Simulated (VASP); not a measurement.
Input of a VASP 6.6.1 run:

File INCAR:

```
PREC = Accurate
ENCUT = 520
EDIFF = 1E-6
ISMEAR = 1
SIGMA = 0.03
LREAL = F
LASPH = T
NELM = 80
ALGO = Normal
ISIF = 2
LWAVE = F
LCHARG = F
GGA = CA
NBANDS = 19
```

File KPOINTS:

```
regular mesh
0
Gamma
  13 13 7
```

File POSCAR:

```
Ti
1.0
    2.8638698861      0.0000000000      0.0000000000
   -1.4319349430      2.4801840745      0.0000000000
    0.0000000000      0.0000000000      4.5399943151
Ti
2
Direct
    0.3333333333      0.6666666667      0.2500000000
    0.6666666667      0.3333333333      0.7500000000
```

Potentials or basis: VASP PAW LDA potentials, release 64 (Ti_sv).

Run with:

```bash
$ cat potpaw_LDA.64/Ti_sv/POTCAR > POTCAR
$ mpirun -np 1 vasp_std > vasp.out
```

Estimate the band gap on the k mesh.

zero (band 12 reaches 9.68 eV, above the bottom of band 13 at 8.59 eV).

Estimate the pressure.

-0.3 GPa.

Stress tensor (GPa, compression positive):
```
-0.54  0.00  0.00
 0.00 -0.54  0.00
 0.00  0.00  0.13
```
